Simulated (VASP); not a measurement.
A run of VASP 6.6.1 is set up as follows.

File INCAR:

```
SYSTEM = Cu2W
PREC     = Accurate       ! precision mode
ENCUT    = 520            ! plane-wave cutoff, eV
EDIFF    = 1E-7           ! SCF threshold, eV
ISMEAR   = 0              ! smearing method
SIGMA    = 0.1            ! smearing width, eV
LREAL    = .FALSE.        ! projectors in reciprocal space
LASPH    = .TRUE.         ! aspherical terms in the spheres
NELM     = 100            ! most SCF steps
ALGO     = Normal         ! electronic algorithm
ISIF     = 2              ! what is computed and relaxed
LWAVE    = .FALSE.        ! write WAVECAR
LCHARG   = .FALSE.        ! write CHGCAR
GGA      = PE             ! functional
NBANDS   = 25             ! bands
```

KPOINTS

```
Automatic mesh
0
G
  6 6 4
  0 0 0
```

POSCAR

```
Cu2W
1.0
    2.6909632600      0.0000000000      0.0000000000
    0.0000000000      2.6909632600      0.0000000000
    0.0000000000      0.0000000000      5.5521327000
Cu W
2 1
Direct
    0.5000000000      0.5000000000      0.2949999900
    0.5000000000      0.5000000000      0.7050000100
    0.0000000000      0.0000000000      0.0000000000
```

Potentials or basis: VASP PAW PBE potentials, release 64 (Cu, W_sv).

The run is started by

```console
$ cat potpaw_PBE.64/Cu/POTCAR potpaw_PBE.64/W_sv/POTCAR > POTCAR
$ mpirun -np 1 vasp_std > vasp.out
```

Predict the largest force.

1.713 eV/Å.

Predict the band gap on the k mesh.

zero (band 18 reaches 11.17 eV, above the bottom of band 19 at 8.34 eV).

Forces in eV/Å, atoms in the order of the input:
```
Cu   0.000  0.000  1.713
Cu   0.000  0.000 -1.713
W    0.000  0.000  0.000
```

Caveat: the k points lie up to 0.39 Å⁻¹ apart; spin-orbit coupling is left out, which moves the levels of the heavy elements; forces of over 1 eV/Å act on the atoms, so gaps and moduli don't describe the material at rest.
